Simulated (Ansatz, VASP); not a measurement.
Two plane-wave programs on C

```xyz
10
Lattice="-2.4913 0.0000 0.0000 -1.2456 -2.1575 0.0000 0.6227 0.3595 10.2539" Properties=species:S:1:pos:R:3 pbc="T T T"
C     0.9961    0.5751    8.9635
C    -2.7408   -1.5824    7.4366
C    -0.2495   -0.1441    1.2898
C    -2.7408   -1.5824    4.8564
C    -0.2495   -0.1441    2.8177
C    -2.7408   -1.5824    3.3284
C    -0.2495   -0.1441    9.4776
C    -1.4951   -0.8632    6.9225
C    -1.4951   -0.8632    0.7759
C    -1.4951   -0.8632    5.3703
```

Alike in both runs: task single point; functional LDA; k mesh 10 × 10 × 3; occupations gaussian, width 0.05 eV; no spin polarisation.

|  | VASP | Ansatz |
| --- | --- | --- |
| version | VASP 6.6.1 | Ansatz 0.2.0 |
| potentials or method | VASP PAW LDA potentials, release 64 (C), cutoff 520 eV | scalar-relativistic, plane waves, PAW |
| valence electrons in the cell | 40 | 40 |

|  | VASP | Ansatz | Ansatz less VASP |
| --- | --- | --- | --- |
| gap on the k mesh at the Fermi level (eV) | 2.14 | 2.14 | +0.001 |
| least direct gap on the mesh (eV) | 4.67 | 4.67 | -0.002 |
| pressure (GPa) | 2.2 | 0.7 | -1.58 |
| traceless stress, the component that is largest in VASP (GPa) | 25.03 | 25.05 | +0.029 |
| rms of the force components (eV/Å) | 1.148 | 1.153 | +0.0044 |

LDA's correlation is that of Perdew and Zunger in VASP and of Perdew and Wang (1992) in Ansatz. Atom by atom the forces differ by 0.009 eV/Å (rms over components).
